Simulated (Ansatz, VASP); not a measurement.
One calculation of BaTiO3, two programs

```
Ba Ti O
1.0
    -3.95827    0.00000    0.00000
     0.00000   -5.62391    5.63681
     0.00000    2.81196    2.81841
Ba Ti O
2 2 6
Cartesian
  0.0000 0.0000 0.0000
  0.0000 -2.8120 2.8184
  -1.9791 0.0000 2.8748
  -1.9791 -2.8120 5.6932
  0.0000 0.0000 2.7620
  0.0000 -2.8120 5.5804
  -1.9791 -1.3891 4.1543
  -1.9791 -4.2011 6.9727
  -1.9791 1.3891 4.1543
  -1.9791 -1.4229 6.9727
```

Alike in both runs: task single point; functional PBE; k mesh 5 × 3 × 5; collinear spin; Hubbard terms Ti d U = 2.85 eV.

```csv
,VASP,Ansatz
version,VASP 6.6.1,Ansatz 0.2.0
potentials or method,"VASP PAW PBE potentials, release 64 (Ba_sv, Ti_sv, O), cutoff 520 eV",PAW plane waves
occupations,"methfessel-paxton of order 1, width 0.0576 eV","cold, width 0.0576 eV"
valence electrons in the cell,80,80
```

|  | VASP | Ansatz | Ansatz less VASP |
| --- | --- | --- | --- |
| gap on the k mesh at the Fermi level (eV) | 2.42 | 2.46 | +0.042 |
| pressure (GPa) | 11.9 | 8.3 | -3.53 |
| traceless stress, the component that is largest in VASP (GPa) | 0.35 | 0.20 | -0.152 |
| rms of the force components (eV/Å) | 0.200 | 0.066 | -0.1335 |

The programs project onto different local orbitals, so the same U acts differently, and such runs can settle in different states. Atom by atom the forces differ by 0.135 eV/Å (rms over components). Ansatz's warnings: no starting moments, stability check not made.

Spin-orbit coupling is off throughout.
